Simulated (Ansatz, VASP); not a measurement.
# MgS: VASP beside Ansatz

```
Mg S
1.0
     0.08196    2.84319    2.84319
     2.84319    0.08196    2.84319
     2.84319    2.84319    0.08196
Mg S
1 1
Direct
  0.00273 0.00273 0.00273
  0.24727 0.24727 0.24727
```

Change from the starting cell: epitaxial_111 strain -2.5%.

Alike in both runs: task single point; functional HSE06; k mesh 6 × 6 × 6; no spin polarisation.

```csv
,VASP,Ansatz
version,VASP 6.6.1,Ansatz 0.2.0
potentials or method,"VASP PAW PBE potentials, release 64 (Mg, S)","plane waves, PAW"
plane-wave cutoff (eV),520,420
occupations,"gaussian, width 0.01 eV",fixed
valence electrons in the cell,8,16
```

VASP gave:

```
gap on the k mesh at the Fermi level (eV)                     : 4.54
pressure (GPa)                                                : 1.8
traceless stress, the component that is largest in VASP (GPa) : -0.96
```

**Question.** Which values does Ansatz return?

**Answer.** gap on the k mesh at the Fermi level (eV): 4.56; pressure (GPa): 1.9; traceless stress, the component that is largest in VASP (GPa): -0.96.

VASP's potentials hold 8 valence electrons a cell and Ansatz's 16, so a difference there can come from the potentials and not from the codes. Ansatz's warnings: stress exchange threshold loose, stress scf threshold loose.
